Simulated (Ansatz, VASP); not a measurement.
# BiTe in VASP and in Ansatz

```
Bi Te
1.0
    -0.70107    2.92516    2.92516
     2.92516   -0.70107    2.92516
     2.92516    2.92516   -0.70107
Bi Te
1 1
Direct
  0.00000 0.00000 0.00000
  0.50000 0.50000 0.50000
```

Alike in both runs: task single point; functional r2SCAN; k mesh 14 × 14 × 14; occupations gaussian, width 0.15 eV; no spin polarisation.

```csv
,VASP,Ansatz
version,VASP 6.6.1,Ansatz 0.2.0
potentials or method,"VASP PAW PBE potentials, release 64 (Bi_d, Te), cutoff 520 eV","scalar-relativistic, plane waves, PAW"
valence electrons in the cell,21,31
```

|  | VASP | Ansatz | Ansatz less VASP |
| --- | --- | --- | --- |
| gap on the k mesh at the Fermi level (eV) | none | none | - |
| pressure (GPa) | -2.7 | -2.7 | +0.02 |
| traceless stress, the component that is largest in VASP (GPa) | 1.57 | 1.57 | -0.001 |

VASP's potentials were made for PBE, not for r2SCAN. A gap of «none» marks a metal or a gap that the smearing closes. VASP's potentials hold 21 valence electrons a cell and Ansatz's 31, so a difference there can come from the potentials and not from the codes.

Neither program's run includes spin-orbit coupling.
